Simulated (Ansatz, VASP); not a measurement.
Sn: VASP beside Ansatz

File POSCAR:

```
Sn
1.0
    0.0000000000      3.2831000381      3.2831000381
    3.1846070370      0.0000000000      3.2831000381
    3.1846070370      3.2831000381      0.0000000000
Sn
2
Direct
    0.5000000000      0.5000000000      0.5000000000
    0.7500000000      0.7500000000      0.7500000000
```

File INCAR.step1:

```
SYSTEM = Sn
PREC     = Accurate       ! precision mode
ENCUT    = 520            ! plane-wave cutoff, eV
ISMEAR   = 0              ! smearing method
SIGMA    = 0.15           ! smearing width, eV
LREAL    = .FALSE.        ! projectors in reciprocal space
LASPH    = .TRUE.         ! aspherical terms in the spheres
NELM     = 100            ! most SCF steps
NBANDS   = 21             ! bands
GGA      = PE             ! functional
ALGO     = Normal         ! electronic algorithm
EDIFF    = 1E-4           ! SCF threshold, eV
LWAVE    = .TRUE.         ! write WAVECAR
LCHARG   = .FALSE.        ! write CHGCAR
```

INCAR.step2

```
SYSTEM = Sn
PREC     = Accurate       ! precision mode
ENCUT    = 520            ! plane-wave cutoff, eV
EDIFF    = 1E-6           ! SCF threshold, eV
ISMEAR   = 0              ! smearing method
SIGMA    = 0.15           ! smearing width, eV
LREAL    = .FALSE.        ! projectors in reciprocal space
LASPH    = .TRUE.         ! aspherical terms in the spheres
NELM     = 100            ! most SCF steps
ALGO     = Normal         ! electronic algorithm
ISIF     = 2              ! what is computed and relaxed
LWAVE    = .FALSE.        ! write WAVECAR
LCHARG   = .TRUE.         ! write CHGCAR
METAGGA  = R2SCAN         ! meta-GGA
LMIXTAU  = .TRUE.       
LELF     = .TRUE.         ! ELF
LVHAR    = .TRUE.       
NBANDS   = 21             ! bands
ISTART   = 1
```

The input KPOINTS:

```
Automatic mesh
0
G
  16 16 16
  0 0 0
```

Input for Ansatz:

```yaml
crystal:
  lattice:
    - [0.0, 3.2831000381, 3.2831000381]
    - [3.184607037, 0.0, 3.2831000381]
    - [3.184607037, 3.2831000381, 0.0]
  atoms:
    - { symbol: Sn, position: [0.5, 0.5, 0.5] }
    - { symbol: Sn, position: [0.75, 0.75, 0.75] }
basis:
  ecutwfc: 500
kpoints:
  mp_grid: { grid: [16, 16, 16] }
hamiltonian:
  xc: r2scan
scf:
  occupations: { method: gaussian, width: 0.15 }
output:
  forces: true
  stress: true
  eigenvalues: true
  write_density: true
  write_potential: true
  elf: true
  volumetric_format: npy
```

Change from the starting cell: strain -0.0300 x Voigt [1, 0, 0, 0, 0, 0], atoms carried along.

Alike in both runs: task single point; functional r2SCAN; k mesh 16 × 16 × 16; occupations gaussian, width 0.15 eV; no spin polarisation.

|  | VASP | Ansatz |
| --- | --- | --- |
| version | VASP 6.6.1 | Ansatz 0.2.0 |
| potentials or method | VASP PAW PBE potentials, release 64 (Sn_d), cutoff 520 eV | scalar-relativistic, plane waves, PAW |
| valence electrons in the cell | 28 | 28 |

```csv
,VASP,Ansatz,Ansatz less VASP
gap on the k mesh at the Fermi level (eV),0.13,0.13,+0.001
least direct gap on the mesh (eV),0.21,0.21,0.000
pressure (GPa),1.4,1.4,+0.04
"traceless stress, the component that is largest in VASP (GPa)",0.69,0.69,0.000
```

VASP's potentials were made for PBE, not for r2SCAN.
